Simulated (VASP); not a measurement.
Sn: single point with PBE

The system is Sn.

```xyz
2
Lattice="0.0000 3.2333 3.2333 3.2333 0.0000 3.2333 3.2333 3.2333 0.0000" Properties=species:S:1:pos:R:3 pbc="T T T"
Sn    0.0000    0.0000    0.0000
Sn    1.6167    1.6167    1.6167
```

```yaml
Program: VASP 6.6.1
Task: single point
Functional: PBE
Potentials_or_basis: VASP PAW PBE potentials, release 64 (Sn_d)
Cutoff: 500 eV
k_mesh: 4 × 4 × 4
Occupations: methfessel-paxton, width 0.15 eV
Spin: no spin polarisation
```

```json
{"Pressure": "4.4 GPa", "Band gap on the k mesh": "zero (band 14 reaches 5.87 eV, above the bottom of band 15 at 5.80 eV)"}
```

Levels at points of the mesh, in eV from the Fermi level:
```tsv
k point	band 10	band 11	band 12	band 13	band 14	band 15	band 16	band 17	band 18	band 19
(0.00, 0.00, 0.00)	-21.30	-10.68	-0.56	0.08	0.08	0.08	2.15	2.15	2.15	5.04
(0.50, 0.00, 0.00)	-21.25	-9.03	-6.34	-1.14	-1.14	0.01	3.23	3.23	5.64	8.58
(0.50, 0.50, 0.00)	-21.23	-7.55	-7.55	-2.50	-2.50	0.81	0.81	7.79	7.79	9.40
```

It took 5.6 s on 1 thread of Intel(R) Xeon(R) 6975P-C (Granite Rapids) (shared host), peak memory 0.19 GiB.

Caveat: the k points lie up to 0.42 Å⁻¹ apart; spin-orbit coupling is left out, which moves the levels of the heavy elements.
